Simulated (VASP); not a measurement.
**KBr: single point with PBEsol**

Crystal: KBr.

```
CELL_PARAMETERS angstrom
0.00000 3.32185 3.32185
3.32185 0.00000 3.32185
3.32185 3.32185 0.00000
ATOMIC_POSITIONS crystal
Br 0.50000 0.50000 0.50000
K 0.00000 0.00000 0.00000
```

This cell differs from its parent crystal: volume scaled by 1.02.

* Program: VASP 6.6.1
* Task: single point
* Functional: PBEsol
* Potentials or basis: VASP PAW PBE potentials, release 64 (Br, K_sv)
* Cutoff: 520 eV
* k mesh: 7 × 7 × 7
* Occupations: fermi-dirac, width 0.05 eV
* Spin: collinear spin, ferromagnetic start
* Starting moments: [0.5, 0.0] μB
* Dipole correction: no
* Further INCAR settings: ALGO = Normal; EDIFF = 1e-06; NBANDS = 19

The pressure is -0.5 GPa, the band gap on the k mesh is 4.23 eV, direct and the net moment is 0.00 μB per cell. The valence electrons inside the program's atomic spheres are Br 4.87; K 7.55.

Levels at points of the mesh, in eV from the valence-band top:
Spin up:
| k point | band 5 | band 6 | band 7 | band 8 | band 9 | band 10 | band 11 | band 12 |
| --- | --- | --- | --- | --- | --- | --- | --- | --- |
| (0.00, 0.00, 0.00) | -11.20 | 0.00 | 0.00 | 0.00 | 4.23 | 7.53 | 7.53 | 7.53 |
Spin down:
| k point | band 5 | band 6 | band 7 | band 8 | band 9 | band 10 | band 11 | band 12 |
| --- | --- | --- | --- | --- | --- | --- | --- | --- |
| (0.00, 0.00, 0.00) | -11.20 | 0.00 | 0.00 | 0.00 | 4.23 | 7.53 | 7.53 | 7.53 |

Wall time 43 s on 1 thread of AMD EPYC 9R45 96-Core Processor (Zen 5), on a shared host, peak memory 0.22 GiB.

Caveat: the PAW data sets were made with another functional, which shifts forces and pressure a little. A k mesh can miss the band edges.
